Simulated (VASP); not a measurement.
# Si4O in VASP: further runs

Si4O is run at these levels: PBE+D3(BJ); tasks: single point.

Everything below comes from runs of VASP 6.6.1. Logs are shortened: lines on timing, memory, paths and dates and some standing lists are left out, and cuts for length are marked.

### 1 The cell of the first run

The cell holds a slab with vacuum, 5 atoms: a = 3.833 Å, b = 3.833 Å, c = 21.203 Å, α = 90.00°, β = 90.00°, γ = 90.00°.

### 2 Single point, PBE+D3(BJ), collinear spin, ferromagnetic start

File INCAR:

```
SYSTEM = Si4O
PREC = Accurate ; ENCUT = 520
EDIFF = 1E-7 ; ISMEAR = 0
SIGMA = 0.05 ; LREAL = .False.
LASPH = .True. ; NELM = 150
ALGO = Normal ; ISIF = 2
LWAVE = .False. ; LCHARG = .True.
ISPIN = 2 ; MAGMOM = 0 0 0 0 2
LORBIT = 11 ; LDIPOL = .True.
IDIPOL = 3 ; DIPOL = 0.5 0.5 0.326
GGA = PE ; IVDW = 12
LELF = .True. ; LVHAR = .True.
LVACPOTAV = .True. ; NBANDS = 23
```

File KPOINTS:

```
regular mesh
0
Gamma
  7 7 1
  0 0 0
```

File POSCAR:

```
Si4O
1.0
    3.8333442603      0.0000000000      0.0000000000
    0.0000000000      3.8333442603      0.0000000000
    0.0000000000      0.0000000000     21.2034818054
Si O
4 1
Direct
    0.0000000000      0.5000000000      0.1886482624
    0.0000000000      0.0000000000      0.2525666261
    0.5000000000      0.0000000000      0.3191936744
    0.5000000000      0.5000000000      0.3821769405
    0.6250000000      0.5000000000      0.4859334849
```

Potentials or basis: VASP PAW PBE potentials, release 64 (Si, O).

The run is started by

```console
$ cat potpaw_PBE.64/Si/POTCAR potpaw_PBE.64/O/POTCAR > POTCAR
$ mpirun -np 1 vasp_std > vasp.out
```

OUTCAR:

```text
SYSTEM = Si4O
   PREC = Accurate
   ENCUT = 520
   EDIFF = 1E-7
   ISMEAR = 0
   LREAL = .False.
   LASPH = .True.
   NELM = 150
   ISIF = 2
   ISPIN = 2
   LORBIT = 11
   GGA = PE
   IVDW = 12
 IVDW          = 12

 ion  position               nearest neighbor table
   1  0.000  0.500  0.189-   2 2.35   2 2.35
   2  0.000  0.000  0.253-   1 2.35   1 2.35   3 2.38   3 2.38
   3  0.500  0.000  0.319-   4 2.34   4 2.34   2 2.38   2 2.38
   4  0.500  0.500  0.382-   5 2.25   3 2.34   3 2.34
   5  0.625  0.500  0.486-   4 2.25

  LATTYP: Found a simple tetragonal cell.
 ALAT       =     3.8333442603
 C/A-ratio  =     5.5313273125

  Lattice vectors:

 A1 = (   3.8333442603,   0.0000000000,   0.0000000000)
 A2 = (   0.0000000000,   3.8333442603,   0.0000000000)
 A3 = (   0.0000000000,   0.0000000000,  21.2034818054)

Analysis of symmetry for initial positions (statically):
=====================================================================
 Subroutine PRICEL returns:
 Original cell was already a primitive cell.

 Routine SETGRP: Setting up the symmetry group for a
 simple tetragonal supercell.

 Subroutine GETGRP returns: Found  2 space group operations
 (whereof  2 operations were pure point group operations)
 out of a pool of 16 trial point group operations.

The static configuration has the point symmetry C_1h.

Analysis of symmetry for dynamics (positions and initial velocities):
=====================================================================
 Subroutine PRICEL returns:
 Original cell was already a primitive cell.

 Routine SETGRP: Setting up the symmetry group for a
 simple tetragonal supercell.

 Subroutine GETGRP returns: Found  2 space group operations
 (whereof  2 operations were pure point group operations)
 out of a pool of 16 trial point group operations.

The dynamic configuration has the point symmetry C_1h.

Analysis of structural, dynamic, and magnetic symmetry:
=====================================================================
 Subroutine PRICEL returns:
 Original cell was already a primitive cell.

 Routine SETGRP: Setting up the symmetry group for a
 simple tetragonal supercell.

 Subroutine GETGRP returns: Found  2 space group operations
 (whereof  2 operations were pure point group operations)
 out of a pool of 16 trial point group operations.

The overall configuration has the point symmetry C_1h.

 Subroutine INISYM returns: Found  2 space group operations
 (whereof  2 operations are pure point group operations),
 and found     1 'primitive' translations

----------------------------------------------------------------------------------------

                                     Primitive cell

  volume of cell :     311.5752

  direct lattice vectors                    reciprocal lattice vectors
     3.833344260  0.000000000  0.000000000     0.260868822  0.000000000  0.000000000
     0.000000000  3.833344260  0.000000000     0.000000000  0.260868822  0.000000000
     0.000000000  0.000000000 21.203481805     0.000000000  0.000000000  0.047162066

  length of vectors
     3.833344260  3.833344260 21.203481805     0.260868822  0.260868822  0.047162066

  position of ions in fractional coordinates (direct lattice)
     0.000000000  0.500000000  0.188648262
     0.000000000  0.000000000  0.252566626
     0.500000000  0.000000000  0.319193674
     0.500000000  0.500000000  0.382176941
     0.625000000  0.500000000  0.485933485

  ion indices of the primitive-cell ions
   primitive index   ion index
                 1           1
                 2           2
                 3           3
                 4           4
                 5           5

----------------------------------------------------------------------------------------

 KPOINTS: regular mesh

Automatic generation of k-mesh.
 Grid dimensions read from file:
 generate k-points for:    7    7    1

 Generating k-lattice:
[... 21 lines left out ...]
  0.000000  0.142857  0.000000      2.000000
  0.285714  0.000000  0.000000      2.000000
  0.000000  0.285714  0.000000      2.000000
  0.428571  0.000000  0.000000      2.000000
[... 8 lines left out ...]
 -0.285714  0.428571  0.000000      4.000000
  0.428571  0.428571  0.000000      4.000000
   k-points           NKPTS =     16   k-points in BZ     NKDIM =     16   number of bands    NBANDS=     23
   number of dos      NEDOS =    301   number of ions     NIONS =      5
   total plane-waves  NPLWV = 144000
   dimension x,y,z NGX =    30 NGY =   30 NGZ =  160
   dimension x,y,z NGXF=    60 NGYF=   60 NGZF=  320
   ions per type =               4   1
   NGX,Y,Z   is equivalent  to a cutoff of  13.01, 13.01, 12.54 a.u.
   NGXF,Y,Z  is equivalent  to a cutoff of  26.02, 26.02, 25.09 a.u.
 SYSTEM =  Si4O
   PREC   = accura    normal or accurate (medium, high low for compatibility)
   ISTART =      0    job   : 0-new  1-cont  2-samecut
   ICHARG =      2    charge: 1-file 2-atom 10-const
   ISPIN  =      2    spin polarized calculation?
   LNONCOLLINEAR =      F non collinear calculations
   LSORBIT =      F    spin-orbit coupling
   LASPH  =      T    aspherical Exc in radial PAW
   ENCUT  =  520.0 eV  38.22 Ry    6.18 a.u.   7.13  7.13 39.42*2*pi/ulx,y,z
   NELM   =    150;   NELMIN=  2; NELMDL= -5     # of ELM steps
   EDIFF  = 0.1E-06   stopping-criterion for ELM
   LREAL  =      F    real-space projection
   EDIFFG = 0.1E-05   stopping-criterion for IOM
   NSW    =      0    number of steps for IOM
   IBRION =     -1    ionic relax: 0-MD 1-quasi-New 2-CG
   NFREE  =      0    steps in history (QN), initial steepest desc. (CG)
   ISIF   =      2    stress and relaxation
   ISYM   =      2    0-nonsym 1-usesym 2-fastsym
   POTIM  = 0.5000    time-step for ionic-motion
   TEBEG  =    0.0;   TEEND  =   0.0 temperature during run
   PSTRESS=    0.0 pullay stress
   NELECT =      22.0000    total number of electrons
   NUPDOWN=      -1.0000    fix difference up-down
   EMIN   =  10.00;   EMAX   =-10.00  energy-range for DOS
   EFERMI =   0.00;   METHOD = LEGACY
   ISMEAR =     0;   SIGMA  =   0.05  broadening in eV -4-tet -1-fermi 0-gaus
   EFERMI_NEDOS =   21; number of points for ismear=-14 and -15
   IALGO  =     38    algorithm
   IMIX   =      4    mixing-type and parameters
     AMIX     =   0.40;   BMIX     =  1.00
     AMIX_MAG =   1.60;   BMIX_MAG =  1.00
  volume/ion in A,a.u.               =      62.32       420.52
  Fermi-wavevector in a.u.,A,eV,Ry     =   0.676646  1.278675  6.229423  0.457850
  Thomas-Fermi vector in A             =   1.754020
   LORBIT       =     11    0 simple, 1 ext, 2 COOP (PROOUT), +10 PAW based schemes
   GGA     = PE    functional components
   LHFCALC =     F    Hartree Fock is set to
   AEXX    =    0.0000 exact exchange contribution
   IVDW    =    12    specifies the selected vdW correction
   LEPSILON=     F    determine dielectric tensor
   LRPA    =     F    only Hartree local field effects (RPA)
 spin polarized calculation
 Gauss-broadening in eV      SIGMA  =   0.05
  energy-cutoff  :      520.00
  volume of cell :      311.58
 maximum number of plane-waves:      8422
 NGX is ok and might be reduce to    30
   NGX = 15   NGY = 15   NGZ = 79

 dipolmoment           0.000000      0.000000     -0.070282 electrons x Angstroem

 number of electron      22.0000001 magnetization       0.8945527

 dipolmoment           0.000000      0.000000      0.214604 electrons x Angstroem

 Free energy of the ion-electron system (eV)
  ---------------------------------------------------
  ext. energy  EPLUGINS =         0.00000000
  ---------------------------------------------------
  free energy    TOTEN  =       -22.17075899 eV

  energy without entropy =      -22.16625963  energy(sigma->0) =      -22.16850931

 E-fermi :  -3.2800     XC(G=0):  -3.7158

 val. band max:       -3.3059235119   @ k =  -0.2857   0.4286   0.0000
 cond. band min:      -3.2784339492   @ k =   0.2857   0.0000   0.0000
 fundamental gap:      0.0274895627
 Fermi energy:        -3.2799773316

 spin component 1

 k-point     1 :       0.0000    0.0000    0.0000
  band No.  band energies     occupation
      1     -20.0231      1.00000
      2     -14.3426      1.00000
      3     -12.1503      1.00000
      4      -8.8251      1.00000
      5      -6.0802      1.00000
      6      -5.6011      1.00000
[... 405 lines left out ...]
     22       5.7788      0.00000
     23       5.9897      0.00000
 Fermi energy:        -3.2799773316

 spin component 2

 k-point     1 :       0.0000    0.0000    0.0000
  band No.  band energies     occupation
      1     -18.4971      1.00000
      2     -14.3376      1.00000
      3     -12.1467      1.00000
      4      -8.8185      1.00000
      5      -5.7066      1.00000
      6      -5.4563      1.00000
[... 405 lines left out ...]
     22       5.7812      0.00000
     23       5.9863      0.00000

------------------------ aborting loop because EDIFF is reached ----------------------------------------

 Edisp (eV)   -0.98591

 E8    (eV) :    -0.4197

  FORCE on cell =-STRESS in cart. coord.  units (eV):
  Direction    XX          YY          ZZ          XY          YZ          ZX
  --------------------------------------------------------------------------------------
  -------------------------------------------------------------------------------------
  Total      -4.21687    -0.36200   -10.11050     0.00000     0.00000    -1.73505
  in kB     -21.68393    -1.86148   -51.99008     0.00000     0.00000    -8.92194
  external pressure =      -25.18 kB  Pullay stress =        0.00 kB

 VOLUME and BASIS-vectors are now :
 -----------------------------------------------------------------------------
  energy-cutoff  :      520.00
  volume of cell :      311.58
      direct lattice vectors                 reciprocal lattice vectors
     3.833344260  0.000000000  0.000000000     0.260868822  0.000000000  0.000000000
     0.000000000  3.833344260  0.000000000     0.000000000  0.260868822  0.000000000
     0.000000000  0.000000000 21.203481805     0.000000000  0.000000000  0.047162066

 POSITION                                       TOTAL-FORCE (eV/Angst)
 -----------------------------------------------------------------------------------
      0.00000      1.91667      4.00000        -0.027434      0.000000     -0.129997
      0.00000      0.00000      5.35529         0.058815      0.000000      0.343834
      1.91667      0.00000      6.76802        -0.027228      0.000000      0.265732
      1.91667      1.91667      8.10348         0.779026      0.000000      3.757784
      2.39584      1.91667     10.30348        -0.783178      0.000000     -4.237352
 -----------------------------------------------------------------------------------
    total drift:                                0.000033     -0.000000      0.000032

  FREE ENERGIE OF THE ION-ELECTRON SYSTEM (eV)
  ---------------------------------------------------
  free  energy   TOTEN  =       -23.1566677156 eV

  energy  without entropy=      -23.1521683536  energy(sigma->0) =      -23.15441803

 vacuum level on the upper side and lower side of the slab         4.842         2.199

 total charge

# of ion       s       p       d       tot
------------------------------------------
    1        0.862   0.723   0.000   1.585
    2        0.773   0.895   0.000   1.668
    3        0.768   0.900   0.000   1.668
    4        0.807   0.711   0.000   1.518
    5        1.616   3.013   0.000   4.629
--------------------------------------------------
tot          4.827   6.242   0.000  11.069

 magnetization (x)

# of ion       s       p       d       tot
------------------------------------------
    1       -0.001   0.004   0.000   0.004
    2       -0.000  -0.006   0.000  -0.006
    3        0.000   0.004   0.000   0.005
    4       -0.005  -0.036   0.000  -0.040
    5        0.007   0.758   0.000   0.765
--------------------------------------------------
tot          0.001   0.725   0.000   0.727
```

Wall time 5.3 min (1 thread of Intel Xeon 6975P-C (Granite Rapids), shared host); peak memory 0.59 GiB.

Results:

```
Free energy                                           : -23.1567 eV
Largest force                                         : 4.309 eV/Å
Net moment                                            : 0.89 μB per cell
Site moments                                          : Si +0.00, -0.01, +0.01, -0.04; O +0.77 μB
Valence electrons inside the program's atomic spheres : Si 1.58, 1.67, 1.52 (each value once); O 4.63
Dispersion energy per atom                            : -0.197 eV
```

Forces on the atoms (eV/Å):
```
Si  -0.027  0.000 -0.130
Si   0.059  0.000  0.344
Si  -0.027  0.000  0.266
Si   0.779  0.000  3.758
O   -0.783  0.000 -4.237
```

(Part 1 of 2 ends here.)
